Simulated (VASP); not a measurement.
Input of a VASP 6.6.1 run:

File POSCAR:

```
Al3N
1.0
    2.8227735241      0.0000000000      0.0000000000
    0.0000000000      2.8227735241      0.0000000000
    0.0000000000      0.0000000000     19.6006973085
Al N
3 1
Direct
    0.5000000000      0.5000000000      0.2040743723
    0.0000000000      0.0000000000      0.3086652017
    0.5000000000      0.5000000000      0.4132861796
    0.8333333333      0.8333333333      0.4614432244
```

File INCAR.step1:

```
SYSTEM = Al3N
ALGO     = Normal         ! electronic algorithm
DIPOL    = 0.5 0.5 0.347
EDIFF    = 1E-4           ! SCF threshold, eV
ENCUT    = 520            ! plane-wave cutoff, eV
GGA      = PE             ! functional
IDIPOL   = 3            
ISMEAR   = 0              ! smearing method
LASPH    = .True.         ! aspherical terms in the spheres
LCHARG   = .False.        ! write CHGCAR
LDIPOL   = .True.       
LREAL    = .False.        ! projectors in reciprocal space
LWAVE    = .True.         ! write WAVECAR
NBANDS   = 15             ! bands
NELM     = 80             ! most SCF steps
PREC     = Accurate       ! precision mode
SIGMA    = 0.1            ! smearing width, eV
```

INCAR.step2

```
SYSTEM = Al3N
ALGO     = Normal         ! electronic algorithm
DIPOL    = 0.5 0.5 0.347
EDIFF    = 1E-7           ! SCF threshold, eV
ENCUT    = 520            ! plane-wave cutoff, eV
IDIPOL   = 3            
ISIF     = 2              ! what is computed and relaxed
ISMEAR   = 0              ! smearing method
ISTART   = 1            
LASPH    = .True.         ! aspherical terms in the spheres
LCHARG   = .False.        ! write CHGCAR
LDIPOL   = .True.       
LMIXTAU  = .True.       
LREAL    = .False.        ! projectors in reciprocal space
LWAVE    = .False.        ! write WAVECAR
METAGGA  = R2SCAN         ! meta-GGA
NBANDS   = 15             ! bands
NELM     = 80             ! most SCF steps
PREC     = Accurate       ! precision mode
SIGMA    = 0.1            ! smearing width, eV
```

Contents of KPOINTS:

```
k-points
0
Gamma
  9 9 1
  0 0 0
```

Potentials or basis: VASP PAW PBE potentials, release 64 (Al, N).

Launch:

```console
$ cat potpaw_PBE.64/Al/POTCAR potpaw_PBE.64/N/POTCAR > POTCAR
$ cp INCAR.step1 INCAR
$ mpirun -np 1 vasp_std > vasp.out
$ cp INCAR.step2 INCAR
$ mpirun -np 1 vasp_std > vasp.out
```

Question: What does it give for the band gap on the k mesh?

Answer: Zero (bands 7 and 8 overlap by 0.33 eV).

Question: Estimate the largest force.

Answer: 5.973 eV/Å.

Forces on the atoms (eV/Å):
```
Al   0.029  0.029 -0.154
Al  -0.035 -0.035 -0.067
Al  -4.217 -4.217  0.177
N    4.223  4.223  0.044
```

Caveat: the PAW data sets were made with another functional, which shifts forces and pressure a little.
